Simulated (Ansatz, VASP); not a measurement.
# PbSe: VASP beside Ansatz

INCAR

```
PREC = Accurate
ENCUT = 500
EDIFF = 1E-6
ISMEAR = -1
SIGMA = 0.01
LREAL = False
LASPH = True
NELM = 120
ALGO = Normal
ISIF = 2
LWAVE = False
LCHARG = True
GGA = PS
LELF = True
LVHAR = True
NBANDS = 17
GGA_COMPAT = False
```

The input KPOINTS:

```
regular mesh
0
Gamma
  9 9 9
```

POSCAR

```
PbSe
1.0
    0.0000000000      3.1222074042      3.1222074042
    3.1222074042      0.0000000000      3.1222074042
    3.1222074042      3.1222074042      0.0000000000
Pb Se
1 1
Direct
    0.0000000000      0.0000000000      0.0000000000
    0.5000000000      0.5000000000      0.5000000000
```

Input for Ansatz:

```yaml
crystal:
  lattice:
    - [0.0, 3.1222074042, 3.1222074042]
    - [3.1222074042, 0.0, 3.1222074042]
    - [3.1222074042, 3.1222074042, 0.0]
  atoms:
    - { symbol: Pb, position: [0.0, 0.0, 0.0] }
    - { symbol: Se, position: [0.5, 0.5, 0.5] }
kpoints:
  mp_grid: { grid: [9, 9, 9] }
  band_path:
    path:
      - [0.0, 0.0, 0.0]
      - [0.5, 0.0, 0.5]
      - [0.625, 0.25, 0.625]
      - [0.375, 0.375, 0.75]
      - [0.0, 0.0, 0.0]
      - [0.5, 0.5, 0.5]
      - [0.5, 0.25, 0.75]
      - [0.5, 0.0, 0.5]
    npoints: 5
scf:
  occupations: { method: fermi_dirac, width: 0.01 }
hamiltonian:
  xc: pbesol
  pseudopotentials: { kind: all_electron, lapw: { basis_error: 0.00025 } }
output:
  forces: true
  stress: true
  eigenvalues: true
```

Change from the starting cell: volume scaled by 1.06.

Alike in both runs: task single point; functional PBEsol; k mesh 9 × 9 × 9; occupations fermi-dirac, width 0.01 eV; no spin polarisation.

|  | VASP | Ansatz |
| --- | --- | --- |
| version | VASP 6.6.1 | Ansatz 0.2.0 |
| potentials or method | VASP PAW PBE potentials, release 64 (Pb_d, Se), cutoff 500 eV | all-electron LAPW, scalar-relativistic |

|  | VASP | Ansatz | Ansatz less VASP |
| --- | --- | --- | --- |
| pressure (GPa) | -3.2 | -3.2 | +0.02 |

VASP's potentials were made for PBE, not for PBEsol. Ansatz ran all-electron here, and VASP with PAW potentials.

Spin-orbit coupling is off throughout.
